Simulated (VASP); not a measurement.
Hf:

```
CELL_PARAMETERS angstrom
3.16320 0.00000 0.00000
-1.58160 2.73941 0.00000
0.00000 0.00000 10.33100
ATOMIC_POSITIONS crystal
Hf 0.00000 0.00000 0.00000
Hf 0.00000 0.00000 0.50000
Hf 0.33333 0.66667 0.25000
Hf 0.66667 0.33333 0.75000
```

| Property | Result |
| --- | --- |
| Program | VASP 6.6.1 |
| Task | relaxation of cell and atoms |
| Functional | BLYP |
| Potentials or basis | VASP PAW PBE potentials, release 64 (Hf_pv) |
| Cutoff | 600 eV |
| k mesh | 11 × 11 × 3 |
| Occupations | fermi-dirac, width 0.1 eV |
| Spin | no spin polarisation |

At the start: pressure 4.1 GPa; volume 22.38 Å³/atom.

Task: How do energy, volume and symmetry change on relaxing?

Result: Over 6 steps the energy falls by 13.2 meV/atom and the volume is 23.25 Å³/atom (+3.9 %); space group P6_3/mmc (No. 194, to 0.1 Å) before and after.

Step by step:
| step | energy change (eV) | largest force (eV/Å) | pressure (GPa) | volume (Å³) |
| --- | --- | --- | --- | --- |
| 1 | 0.0000 | 0.0000 | 4.06 | 89.52 |
| 2 | -0.0007 | 0.0000 | -3.94 | 97.07 |
| 3 | -0.0484 | 0.0000 | -0.22 | 93.23 |
| 4 | -0.0484 | 0.0000 | -0.14 | 93.16 |
| 5 | -0.0522 | 0.0000 | -0.01 | 93.06 |
| 6 | -0.0527 | 0.0000 | 0.04 | 93.02 |

Final structure:
```
Hf
1.0
     3.22656    0.00000    0.00000
    -1.61328    2.79428    0.00000
     0.00000    0.00000   10.31684
Hf
4
Cartesian
  0.0000 0.0000 0.0000
  0.0000 0.0000 5.1584
  0.0000 1.8629 2.5792
  1.6133 0.9314 7.7376
```

Caveat: the PAW data sets were made with another functional, which shifts forces and pressure a little.
